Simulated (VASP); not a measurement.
Set up this calculation in VASP 6.6.1, as the native input.

```yaml
Task: single point
Functional: PBEsol
Potentials_or_basis: VASP PAW PBE potentials, release 64 (Ti_sv)
Cutoff: 520 eV
k_mesh: 20 × 20 × 20
Occupations: gaussian, width 0.15 eV
Spin: no spin polarisation
Dipole_correction: no
Further_INCAR_settings: ALGO = Normal; EDIFF = 1e-07; NBANDS = 12
```

The structure of Ti lies in POSCAR:

```
Ti
1.0
   -1.5917700000      1.5917700000      1.6656150000
    1.5917700000     -1.5917700000      1.6656150000
    1.5917700000      1.5917700000     -1.6656150000
Ti
1
Direct
    0.0000000000      0.0000000000      0.0000000000
```

This cell differs from its parent crystal: strain -0.030 along x and y, +0.015 along z.

The input as run:

INCAR

```
PREC = Accurate
ENCUT = 520
EDIFF = 1E-7
ISMEAR = 0
SIGMA = 0.15
LREAL = False
LASPH = True
NELM = 60
ALGO = Normal
ISIF = 2
LWAVE = False
LCHARG = False
GGA = PS
NBANDS = 12
```

KPOINTS

```
Automatic mesh
0
Gamma
  20 20 20
```

Potentials or basis: VASP PAW PBE potentials, release 64 (Ti_sv).

Command:

```console
$ cat potpaw_PBE.64/Ti_sv/POTCAR > POTCAR
$ mpirun -np 1 vasp_std > vasp.out
```

It gave:

- Pressure: -2.4 GPa
- Band gap on the k mesh: zero (bands 6 and 7 overlap by 1.62 eV)

Caveat: the cell differs from its parent crystal (strain -0.030 along x and y, +0.015 along z); the PAW data sets were made with another functional, which shifts forces and pressure a little.

Run time: 40 s on 1 thread of Intel(R) Xeon(R) 6975P-C (Granite Rapids), on a shared host, peak memory 0.24 GiB.
